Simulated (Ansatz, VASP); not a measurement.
# Na in VASP and in Ansatz

INCAR

```
SYSTEM = Na
  ALGO = Normal
  EDIFF = 1E-6
  ENCUT = 520
  GGA = PE
  ISIF = 2
  ISMEAR = -1
  LASPH = .True.
  LCHARG = .False.
  LREAL = .False.
  LWAVE = .False.
  NBANDS = 14
  NELM = 60
  PREC = Accurate
  SIGMA = 0.05
```

KPOINTS

```
k-points
0
Gamma
  13 13 7
  0 0 0
```

File POSCAR:

```
Na
1.0
    3.7670009976      0.0000000000      0.0000000000
   -1.8835004988      3.2623185600      0.0000000000
    0.0000000000      0.0000000000      6.1540000000
Na
2
Direct
    0.3333333333      0.6666666667      0.2500000000
    0.6666666667      0.3333333333      0.7500000000
```

Input for Ansatz:

```yaml
crystal:
  lattice:
    - [3.7670009976, 0.0, 0.0]
    - [-1.8835004988, 3.26231856, 0.0]
    - [0.0, 0.0, 6.154]
  atoms:
    - { symbol: Na, position: [0.3333333333, 0.6666666667, 0.25] }
    - { symbol: Na, position: [0.6666666667, 0.3333333333, 0.75] }
kpoints:
  mp_grid: { grid: [13, 13, 7] }
  band_path:
    path:
      - [0.0, 0.0, 0.0]
      - [0.5, 0.0, 0.0]
      - [0.3333333333, 0.3333333333, 0.0]
      - [0.0, 0.0, 0.0]
      - [0.0, 0.0, 0.5]
      - [0.5, 0.0, 0.5]
      - [0.3333333333, 0.3333333333, 0.5]
      - [0.0, 0.0, 0.5]
      - [0.5, 0.0, 0.5]
    npoints: 5
scf:
  occupations: { method: fermi_dirac, width: 0.05 }
hamiltonian:
  xc: pbe
  pseudopotentials:
    kind: all_electron
    lapw: { basis_error: 0.00025 }
    relativity: none
output:
  forces: true
  stress: true
  eigenvalues: true
```

Alike in both runs: task single point; functional PBE; k mesh 13 × 13 × 7; occupations fermi-dirac, width 0.05 eV; no spin polarisation.

```csv
,VASP,Ansatz
version,VASP 6.6.1,Ansatz 0.2.0
potentials or method,"VASP PAW PBE potentials, release 64 (Na_pv), cutoff 520 eV","all-electron LAPW, non-relativistic"
```

|  | VASP | Ansatz | Ansatz less VASP |
| --- | --- | --- | --- |
| pressure (GPa) | -0.1 | -0.1 | +0.02 |
| traceless stress, the component that is largest in VASP (GPa) | 0.08 | 0.08 | 0.000 |

Ansatz ran all-electron here, and VASP with PAW potentials.
